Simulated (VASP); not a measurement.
# SiC (P6_3mc) in VASP: notebook, part 2 of 3

VASP 6.6.1.

### 4 Single point, PBE (equal xx and yy strain of +3 %)

File INCAR:

```
SYSTEM = SiC
PREC     = Accurate       ! precision mode
ENCUT    = 520            ! plane-wave cutoff, eV
EDIFF    = 1E-7           ! SCF threshold, eV
ISMEAR   = -1             ! smearing method
SIGMA    = 0.08           ! smearing width, eV
LREAL    = .FALSE.        ! projectors in reciprocal space
LASPH    = .TRUE.         ! aspherical terms in the spheres
NELM     = 100            ! most SCF steps
ALGO     = Normal         ! electronic algorithm
ISIF     = 2              ! what is computed and relaxed
LWAVE    = .FALSE.        ! write WAVECAR
LCHARG   = .FALSE.        ! write CHGCAR
GGA      = PE             ! functional
NBANDS   = 16             ! bands
```

File KPOINTS:

```
Automatic mesh
0
G
  15 15 8
  0 0 0
```

File POSCAR:

```
SiC
1.0
    3.1682781526      0.0000000000      0.0000000000
   -1.5841390763      2.7438093665      0.0000000000
    0.0000000000      0.0000000000      5.0480000000
Si C
2 2
Direct
    0.3333333333      0.6666666667      0.0000000000
    0.6666666667      0.3333333333      0.5000000000
    0.3333333333      0.6666666667      0.3850000000
    0.6666666667      0.3333333333      0.8850000000
```

Potentials or basis: VASP PAW PBE potentials, release 64 (Si, C).

Command:

```console
cat potpaw_PBE.64/Si/POTCAR potpaw_PBE.64/C/POTCAR > POTCAR
mpirun -np 1 vasp_std > vasp.out
```

OUTCAR:

```text
SYSTEM = SiC
   PREC = Accurate
   ENCUT = 520
   EDIFF = 1E-7
   ISMEAR = -1
   LREAL = .FALSE.
   LASPH = .TRUE.
   NELM = 100
   ISIF = 2
   GGA = PE

 ion  position               nearest neighbor table
   1  0.333  0.667  0.000-   4 1.92   4 1.92   4 1.92   3 1.94   2 3.12   2 3.12   2 3.12   2 3.12
                             2 3.12   2 3.12
   2  0.667  0.333  0.500-   3 1.92   3 1.92   3 1.92   4 1.94   1 3.12   1 3.12   1 3.12   1 3.12
                             1 3.12   1 3.12
   3  0.333  0.667  0.385-   2 1.92   2 1.92   2 1.92   1 1.94
   4  0.667  0.333  0.885-   1 1.92   1 1.92   1 1.92   2 1.94

  LATTYP: Found a hexagonal cell.
 ALAT       =     3.1682781526
 C/A-ratio  =     1.5932944511

  Lattice vectors:

 A1 = (   3.1682781526,   0.0000000000,   0.0000000000)
 A2 = (  -1.5841390763,   2.7438093665,   0.0000000000)
 A3 = (   0.0000000000,   0.0000000000,   5.0480000000)

Analysis of symmetry for initial positions (statically):
=====================================================================
 Subroutine PRICEL returns:
 Original cell was already a primitive cell.

 Routine SETGRP: Setting up the symmetry group for a
 hexagonal supercell.

 Subroutine GETGRP returns: Found 12 space group operations
 (whereof  6 operations were pure point group operations)
 out of a pool of 24 trial point group operations.

The static configuration has the point symmetry C_3v.
 The point group associated with its full space group is C_6v.

Analysis of symmetry for dynamics (positions and initial velocities):
=====================================================================
 Subroutine PRICEL returns:
 Original cell was already a primitive cell.

 Routine SETGRP: Setting up the symmetry group for a
 hexagonal supercell.

 Subroutine GETGRP returns: Found 12 space group operations
 (whereof  6 operations were pure point group operations)
 out of a pool of 24 trial point group operations.

The dynamic configuration has the point symmetry C_3v.
 The point group associated with its full space group is C_6v.

 Subroutine INISYM returns: Found 12 space group operations
 (whereof  6 operations are pure point group operations),
 and found     1 'primitive' translations

----------------------------------------------------------------------------------------

                                     Primitive cell

  volume of cell :      43.8830

  direct lattice vectors                    reciprocal lattice vectors
     3.168278153  0.000000000  0.000000000     0.315628853  0.182228403  0.000000000
    -1.584139076  2.743809366  0.000000000     0.000000000  0.364456807  0.000000000
     0.000000000  0.000000000  5.048000000     0.000000000  0.000000000  0.198098257

  length of vectors
     3.168278153  3.168278153  5.048000000     0.364456807  0.364456807  0.198098257

  position of ions in fractional coordinates (direct lattice)
     0.333333333  0.666666667  0.000000000
     0.666666667  0.333333333  0.500000000
     0.333333333  0.666666667  0.385000000
     0.666666667  0.333333333  0.885000000

  ion indices of the primitive-cell ions
   primitive index   ion index
                 1           1
                 2           2
                 3           3
                 4           4

----------------------------------------------------------------------------------------

 KPOINTS: Automatic mesh

Automatic generation of k-mesh.
 Grid dimensions read from file:
 generate k-points for:   15   15    8

 Generating k-lattice:

  Cartesian coordinates                     Fractional coordinates (reciprocal lattice)
     0.021041924  0.012148560  0.000000000     0.066666667 -0.000000000  0.000000000
     0.000000000  0.024297120  0.000000000     0.000000000  0.066666667  0.000000000
     0.000000000  0.000000000  0.024762282     0.000000000  0.000000000  0.125000000

  Length of vectors
     0.024297120  0.024297120  0.024762282

  Shift w.r.t. Gamma in fractional coordinates (k-lattice)
     0.000000000  0.000000000  0.000000000

 Subroutine IBZKPT returns following result:
 ===========================================

 Found    135 irreducible k-points:

 Following reciprocal coordinates:
            Coordinates               Weight
  0.000000  0.000000  0.000000      1.000000
  0.066667  0.000000  0.000000      6.000000
  0.133333 -0.000000  0.000000      6.000000
  0.200000  0.000000  0.000000      6.000000
  0.266667 -0.000000  0.000000      6.000000
  0.333333  0.000000  0.000000      6.000000
[... 16 lines left out ...]
  0.333333  0.200000  0.000000     12.000000
  0.400000  0.200000  0.000000      6.000000
 [... further k-points ...]
   k-points           NKPTS =    135   k-points in BZ     NKDIM =    135   number of bands    NBANDS=     16
   number of dos      NEDOS =    301   number of ions     NIONS =      4
   total plane-waves  NPLWV =  23040
   dimension x,y,z NGX =    24 NGY =   24 NGZ =   40
   dimension x,y,z NGXF=    48 NGYF=   48 NGZF=   80
   ions per type =               2   2
   NGX,Y,Z   is equivalent  to a cutoff of  12.59, 12.59, 13.17 a.u.
   NGXF,Y,Z  is equivalent  to a cutoff of  25.19, 25.19, 26.35 a.u.
 SYSTEM =  SiC
   PREC   = accura    normal or accurate (medium, high low for compatibility)
   ISTART =      0    job   : 0-new  1-cont  2-samecut
   ICHARG =      2    charge: 1-file 2-atom 10-const
   ISPIN  =      1    spin polarized calculation?
   LNONCOLLINEAR =      F non collinear calculations
   LSORBIT =      F    spin-orbit coupling
   LASPH  =      T    aspherical Exc in radial PAW
   ENCUT  =  520.0 eV  38.22 Ry    6.18 a.u.   5.89  5.89  9.39*2*pi/ulx,y,z
   NELM   =    100;   NELMIN=  2; NELMDL= -5     # of ELM steps
   EDIFF  = 0.1E-06   stopping-criterion for ELM
   LREAL  =      F    real-space projection
   EDIFFG = 0.1E-05   stopping-criterion for IOM
   NSW    =      0    number of steps for IOM
   IBRION =     -1    ionic relax: 0-MD 1-quasi-New 2-CG
   NFREE  =      0    steps in history (QN), initial steepest desc. (CG)
   ISIF   =      2    stress and relaxation
   ISYM   =      2    0-nonsym 1-usesym 2-fastsym
   POTIM  = 0.5000    time-step for ionic-motion
   TEBEG  =    0.0;   TEEND  =   0.0 temperature during run
   PSTRESS=    0.0 pullay stress
   NELECT =      16.0000    total number of electrons
   NUPDOWN=      -1.0000    fix difference up-down
   EMIN   =  10.00;   EMAX   =-10.00  energy-range for DOS
   EFERMI =   0.00;   METHOD = LEGACY
   ISMEAR =    -1;   SIGMA  =   0.08  broadening in eV -4-tet -1-fermi 0-gaus
   EFERMI_NEDOS =   21; number of points for ismear=-14 and -15
   IALGO  =     38    algorithm
   IMIX   =      4    mixing-type and parameters
     AMIX     =   0.40;   BMIX     =  1.00
     AMIX_MAG =   1.60;   BMIX_MAG =  1.00
  volume/ion in A,a.u.               =      10.97        74.03
  Fermi-wavevector in a.u.,A,eV,Ry     =   1.169542  2.210115 18.610449  1.367829
  Thomas-Fermi vector in A             =   2.306014
   LORBIT       =      0    0 simple, 1 ext, 2 COOP (PROOUT), +10 PAW based schemes
   GGA     = PE    functional components
   LHFCALC =     F    Hartree Fock is set to
   AEXX    =    0.0000 exact exchange contribution
   IVDW    =     0    specifies the selected vdW correction
   LEPSILON=     F    determine dielectric tensor
   LRPA    =     F    only Hartree local field effects (RPA)
 non-spin polarized calculation
  energy-cutoff  :      520.00
  volume of cell :       43.88
 maximum number of plane-waves:      1195
 NGX is ok and might be reduce to    24
   NGX = 11   NGY = 11   NGZ = 19

 number of electron      16.0000001 magnetization

 Free energy of the ion-electron system (eV)
  ---------------------------------------------------
  ext. energy  EPLUGINS =         0.00000000
  ---------------------------------------------------
  free energy    TOTEN  =       -30.00513283 eV

  energy without entropy =      -30.00513281  energy(sigma->0) =      -30.00513282

 E-fermi :   8.9149     XC(G=0): -11.0912

 val. band max:        7.8507068154   @ k =   0.0000   0.0000   0.0000
 cond. band min:      10.0483881323   @ k =   0.4667   0.0000   0.0000
 fundamental gap:      2.1976813169
 Fermi energy:         8.9149359913

 k-point     1 :       0.0000    0.0000    0.0000
  band No.  band energies     occupation
      1      -7.5040      2.00000
      2      -3.9784      2.00000
      3      -0.5661      2.00000
      4       6.0703      2.00000
      5       6.0703      2.00000
      6       7.4685      2.00000
[... 433 lines left out ...]
      3       0.5096      2.00000
      4       1.6913      2.00000
      5       2.1074      2.00000
      6       3.1456      2.00000
[... 8 lines left out ...]
     15      18.5969      0.00000
     16      18.8522      0.00000

 [... further k-points ...]
[... 5 lines left out ...]
  --------------------------------------------------------------------------------------
  -------------------------------------------------------------------------------------
  Total       -3.3559596     -3.3559596     -0.4343854      0.0000000      0.0000000      0.0000000
  in kB     -122.5266952   -122.5266952    -15.8594899      0.0000000      0.0000000      0.0000000
  external PRESSURE =     -86.9709601 kB  Pullay stress =       0.0000000 kB

 VOLUME and BASIS-vectors are now :
 -----------------------------------------------------------------------------
  energy-cutoff  :      520.00
  volume of cell :       43.88
      direct lattice vectors                 reciprocal lattice vectors
     3.168278153  0.000000000  0.000000000     0.315628853  0.182228403  0.000000000
    -1.584139076  2.743809366  0.000000000     0.000000000  0.364456807  0.000000000
     0.000000000  0.000000000  5.048000000     0.000000000  0.000000000  0.198098257

 POSITION                                       TOTAL-FORCE (eV/Angst)
 -----------------------------------------------------------------------------------
     -0.00000      1.82921      0.00000         0.000000      0.000000      0.501437
      1.58414      0.91460      2.52400         0.000000      0.000000      0.501437
     -0.00000      1.82921      1.94348        -0.000000      0.000000     -0.501437
      1.58414      0.91460      4.46748         0.000000     -0.000000     -0.501437
 -----------------------------------------------------------------------------------
    total drift:                               -0.000000      0.000000      0.000066

  FREE ENERGIE OF THE ION-ELECTRON SYSTEM (eV)
  ---------------------------------------------------
  free  energy   TOTEN  =       -30.0051328301 eV

  energy  without entropy=      -30.0051328071  energy(sigma->0) =      -30.00513282
```

Wall time 86 s (1 thread of AMD EPYC 7R13 (Zen 3), shared host); peak memory 0.18 GiB.

What came out:

- Free energy: -30.0051 eV
- Pressure: -8.7 GPa
- Largest force: 0.501 eV/Å
- Band gap on the k mesh: 2.20 eV, indirect (least direct gap 3.57 eV)

Forces in eV/Å, atoms in the order of the input:
```
Si   0.000  0.000  0.501
Si   0.000  0.000  0.501
C    0.000  0.000 -0.501
C    0.000  0.000 -0.501
```

Levels at points of the mesh, in eV from the valence-band top:
| k point | band 5 | band 6 | band 7 | band 8 | band 9 | band 10 | band 11 | band 12 |
| --- | --- | --- | --- | --- | --- | --- | --- | --- |
| (0.00, 0.00, 0.00) | -1.78 | -0.38 | -0.38 | 0.00 | 3.57 | 5.55 | 5.85 | 5.85 |
| (0.00, 0.00, 0.50) | -1.14 | -1.14 | -1.14 | -1.14 | 4.77 | 4.77 | 6.56 | 6.56 |

Caveat: the cell differs from its parent crystal (equal xx and yy strain of +3 %). A k mesh can miss the band edges.

### 5 Single point, PBE (volume scaled by 0.94)

File INCAR:

```
SYSTEM = SiC
PREC = Accurate
ENCUT = 520
EDIFF = 1E-6
ISMEAR = -1
SIGMA = 0.08
LREAL = .False.
LASPH = .True.
NELM = 80
ALGO = Normal
ISIF = 2
LWAVE = .False.
LCHARG = .False.
GGA = PE
NBANDS = 16
```

File KPOINTS:

```
Automatic mesh
0
Gamma
  15 15 8
  0 0 0
```

File POSCAR:

```
SiC
1.0
    3.0132051134      0.0000000000      0.0000000000
   -1.5066025567      2.6095121751      0.0000000000
    0.0000000000      0.0000000000      4.9449506768
Si C
2 2
Direct
    0.3333333333      0.6666666667      0.0000000000
    0.6666666667      0.3333333333      0.5000000000
    0.3333333333      0.6666666667      0.3850000000
    0.6666666667      0.3333333333      0.8850000000
```

Potentials or basis: VASP PAW PBE potentials, release 64 (Si, C).

Command:

```console
cat potpaw_PBE.64/Si/POTCAR potpaw_PBE.64/C/POTCAR > POTCAR
mpirun -np 1 vasp_std > vasp.out
```

OUTCAR:

```text
SYSTEM = SiC
   PREC = Accurate
   ENCUT = 520
   EDIFF = 1E-6
   ISMEAR = -1
   LREAL = .False.
   LASPH = .True.
   NELM = 80
   ISIF = 2
   GGA = PE

 ion  position               nearest neighbor table
   1  0.333  0.667  0.000-   4 1.83   4 1.83   4 1.83   3 1.90   2 3.02   2 3.02   2 3.02   2 3.02
                             2 3.02   2 3.02
   2  0.667  0.333  0.500-   3 1.83   3 1.83   3 1.83   4 1.90   1 3.02   1 3.02   1 3.02   1 3.02
                             1 3.02   1 3.02
   3  0.333  0.667  0.385-   2 1.83   2 1.83   2 1.83   1 1.90
   4  0.667  0.333  0.885-   1 1.83   1 1.83   1 1.83   2 1.90

  LATTYP: Found a hexagonal cell.
 ALAT       =     3.0132051134
 C/A-ratio  =     1.6410932846

  Lattice vectors:

 A1 = (   3.0132051134,   0.0000000000,   0.0000000000)
 A2 = (  -1.5066025567,   2.6095121751,   0.0000000000)
 A3 = (   0.0000000000,   0.0000000000,   4.9449506768)

Analysis of symmetry for initial positions (statically):
=====================================================================
 Subroutine PRICEL returns:
 Original cell was already a primitive cell.

 Routine SETGRP: Setting up the symmetry group for a
 hexagonal supercell.

 Subroutine GETGRP returns: Found 12 space group operations
 (whereof  6 operations were pure point group operations)
 out of a pool of 24 trial point group operations.

The static configuration has the point symmetry C_3v.
 The point group associated with its full space group is C_6v.

Analysis of symmetry for dynamics (positions and initial velocities):
=====================================================================
 Subroutine PRICEL returns:
[... 123 lines left out ...]
   TEBEG  =    0.0;   TEEND  =   0.0 temperature during run
   PSTRESS=    0.0 pullay stress
   NELECT =      16.0000    total number of electrons
   NUPDOWN=      -1.0000    fix difference up-down
   EMIN   =  10.00;   EMAX   =-10.00  energy-range for DOS
   EFERMI =   0.00;   METHOD = LEGACY
   ISMEAR =    -1;   SIGMA  =   0.08  broadening in eV -4-tet -1-fermi 0-gaus
   EFERMI_NEDOS =   21; number of points for ismear=-14 and -15
   IALGO  =     38    algorithm
   IMIX   =      4    mixing-type and parameters
     AMIX     =   0.40;   BMIX     =  1.00
     AMIX_MAG =   1.60;   BMIX_MAG =  1.00
  volume/ion in A,a.u.               =       9.72        65.60
  Fermi-wavevector in a.u.,A,eV,Ry     =   1.217675  2.301073 20.173809  1.482733
  Thomas-Fermi vector in A             =   2.352988
   LORBIT       =      0    0 simple, 1 ext, 2 COOP (PROOUT), +10 PAW based schemes
   GGA     = PE    functional components
   LHFCALC =     F    Hartree Fock is set to
   AEXX    =    0.0000 exact exchange contribution
   IVDW    =     0    specifies the selected vdW correction
   LEPSILON=     F    determine dielectric tensor
   LRPA    =     F    only Hartree local field effects (RPA)
 non-spin polarized calculation
  energy-cutoff  :      520.00
  volume of cell :       38.88
 maximum number of plane-waves:      1087
 NGX is ok and might be reduce to    24
   NGX = 11   NGY = 11   NGZ = 19

 number of electron      15.9999999 magnetization

 Free energy of the ion-electron system (eV)
  ---------------------------------------------------
  ext. energy  EPLUGINS =         0.00000000
  ---------------------------------------------------
  free energy    TOTEN  =       -29.89371284 eV

  energy without entropy =      -29.89371282  energy(sigma->0) =      -29.89371283

 E-fermi :  10.2576     XC(G=0): -11.6206

 val. band max:        9.1242630530   @ k =   0.0000   0.0000   0.0000
 cond. band min:      11.3299149451   @ k =   0.3333   0.3333   0.0000
 fundamental gap:      2.2056518921
 Fermi energy:        10.2575620006

 k-point     1 :       0.0000    0.0000    0.0000
  band No.  band energies     occupation
      1      -7.0999      2.00000
      2      -3.3561      2.00000
      3       0.0575      2.00000
      4       7.5409      2.00000
      5       7.5409      2.00000
      6       8.8525      2.00000
[... 433 lines left out ...]
      3       1.4560      2.00000
      4       2.7300      2.00000
      5       3.1580      2.00000
      6       4.1228      2.00000
[... 8 lines left out ...]
     15      20.5908      0.00000
     16      21.5996      0.00000

 [... further k-points ...]
[... 5 lines left out ...]
  --------------------------------------------------------------------------------------
  -------------------------------------------------------------------------------------
  Total        5.3397214      5.3397214      3.4737530      0.0000000      0.0000000      0.0000000
  in kB      220.0286295    220.0286295    143.1395115      0.0000000      0.0000000      0.0000000
  external PRESSURE =     194.3989235 kB  Pullay stress =       0.0000000 kB

 VOLUME and BASIS-vectors are now :
 -----------------------------------------------------------------------------
  energy-cutoff  :      520.00
  volume of cell :       38.88
      direct lattice vectors                 reciprocal lattice vectors
     3.013205113  0.000000000  0.000000000     0.331872529  0.191606694  0.000000000
    -1.506602557  2.609512175  0.000000000     0.000000000  0.383213387  0.000000000
     0.000000000  0.000000000  4.944950677     0.000000000  0.000000000  0.202226486

 POSITION                                       TOTAL-FORCE (eV/Angst)
 -----------------------------------------------------------------------------------
     -0.00000      1.73967      0.00000         0.000000      0.000000      0.854888
      1.50660      0.86984      2.47248        -0.000000     -0.000000      0.854888
     -0.00000      1.73967      1.90381        -0.000000      0.000000     -0.854888
      1.50660      0.86984      4.37628         0.000000     -0.000000     -0.854888
 -----------------------------------------------------------------------------------
    total drift:                               -0.000000      0.000000     -0.000156

  FREE ENERGIE OF THE ION-ELECTRON SYSTEM (eV)
  ---------------------------------------------------
  free  energy   TOTEN  =       -29.8937128359 eV

  energy  without entropy=      -29.8937128240  energy(sigma->0) =      -29.89371283
```

stdout:

```text
POSCAR found type information on POSCAR SiC
 POSCAR found :  2 types and       4 ions
 scaLAPACK will be used
 LDA part: xc-table for (Slater+PW92), standard interpolation
 POSCAR, INCAR and KPOINTS ok, starting setup
 FFT: planning ... GRIDC
 FFT: planning ... GRID_SOFT
 FFT: planning ... GRID
 WAVECAR not read
 entering main loop
```

Wall time 46 s (1 thread of Intel Xeon Platinum 8488C (Sapphire Rapids), shared host); peak memory 0.2 GiB.

Results:

- Free energy: -29.8937 eV
- Pressure: 19.4 GPa
- Largest force: 0.855 eV/Å
- Band gap on the k mesh: 2.21 eV, indirect (least direct gap 4.22 eV)

Forces in eV/Å, atoms in the order of the input:
```
Si   0.000  0.000  0.855
Si   0.000  0.000  0.855
C    0.000  0.000 -0.855
C    0.000  0.000 -0.855
```

Levels at points of the mesh, in eV from the valence-band top:
| k point | band 5 | band 6 | band 7 | band 8 | band 9 | band 10 | band 11 | band 12 |
| --- | --- | --- | --- | --- | --- | --- | --- | --- |
| (0.00, 0.00, 0.00) | -1.58 | -0.27 | -0.27 | 0.00 | 5.18 | 6.67 | 6.88 | 6.88 |
| (0.00, 0.00, 0.50) | -0.98 | -0.98 | -0.98 | -0.98 | 6.27 | 6.27 | 7.51 | 7.51 |

 A k mesh can miss the band edges.

(Part 2 of 3 ends here.)
